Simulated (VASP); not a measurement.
Runs of VASP 6.6.1 on GaN. The structure is that of space group P6_3mc (No. 186), or close to it. The cells are those of the table. 

```tsv
task	cell	k mesh	cutoff (eV)	smearing	gap on the mesh (eV)	pressure (GPa)
relaxation of cell and atoms	relaxed from a = 3.180, b = 3.180, c = 5.166 Å, angles 90.0, 90.0, 120.0°, 4 atoms	16 × 16 × 8	600	fermi-dirac 0.08 eV	(a)	0.0
relaxation of cell and atoms	relaxed to 15 GPa from a = 3.183, b = 3.183, c = 5.185 Å, angles 90.0, 90.0, 120.0°, 4 atoms	8 × 8 × 4	600	gaussian 0.01 eV	2.36	15.0
single point	a = 3.146, b = 3.146, c = 5.126 Å, angles 90.0, 90.0, 120.0°, 4 atoms	8 × 8 × 4	520	gaussian 0.01 eV	2.12	6.8
relaxation of cell and atoms	relaxed to 7 GPa from a = 3.183, b = 3.183, c = 5.185 Å, angles 90.0, 90.0, 120.0°, 4 atoms	8 × 8 × 4	600	gaussian 0.01 eV	2.13	7.0
relaxation of cell and atoms	relaxed to 2 GPa from a = 3.183, b = 3.183, c = 5.185 Å, angles 90.0, 90.0, 120.0°, 4 atoms	8 × 8 × 4	600	gaussian 0.01 eV	1.98	2.0
single point	a = 3.177, b = 3.177, c = 5.176 Å, angles 90.0, 90.0, 120.0°, 4 atoms	8 × 8 × 4	520	gaussian 0.01 eV	1.93	(c)
single point	a = 3.183, b = 3.183, c = 5.185 Å, angles 90.0, 90.0, 120.0°, 4 atoms	16 × 16 × 8	520	fermi-dirac 0.08 eV	1.89	-0.1
relaxation of cell and atoms	relaxed to 10 GPa from a = 3.183, b = 3.183, c = 5.185 Å, angles 90.0, 90.0, 120.0°, 4 atoms	8 × 8 × 4	600	gaussian 0.01 eV	2.22	10.0
single point	a = 3.111, b = 3.111, c = 5.069 Å, angles 90.0, 90.0, 120.0°, 4 atoms	8 × 8 × 4	520	gaussian 0.01 eV	2.35	14.7
single point	a = 3.172, b = 3.172, c = 5.168 Å, angles 90.0, 90.0, 120.0°, 4 atoms	8 × 8 × 4	520	gaussian 0.01 eV	(b)	1.8
relaxation of cell and atoms	relaxed to 1 GPa from a = 3.183, b = 3.183, c = 5.185 Å, angles 90.0, 90.0, 120.0°, 4 atoms	8 × 8 × 4	600	gaussian 0.01 eV	1.94	1.0
single point	a = 3.161, b = 3.161, c = 5.150 Å, angles 90.0, 90.0, 120.0°, 4 atoms	8 × 8 × 4	520	gaussian 0.01 eV	2.03	3.8
```

Alike in all rows: level PBEsol; potentials or basis VASP PAW PBE potentials, release 64 (Ga_d, N); no spin polarisation.

Problem. Estimate the missing entries.

Solution. (a) 1.91; (b) 1.96; (c) 0.8.

Caveats: the PAW data sets were made with another functional, which shifts forces and pressure a little; the cell is relaxed towards a set pressure, so the run minimises the enthalpy, not the energy (at least some runs); the cell stands under pressure (at least some runs).

A k mesh can miss the band edges, and the runs leave out spin-orbit coupling on Ga.
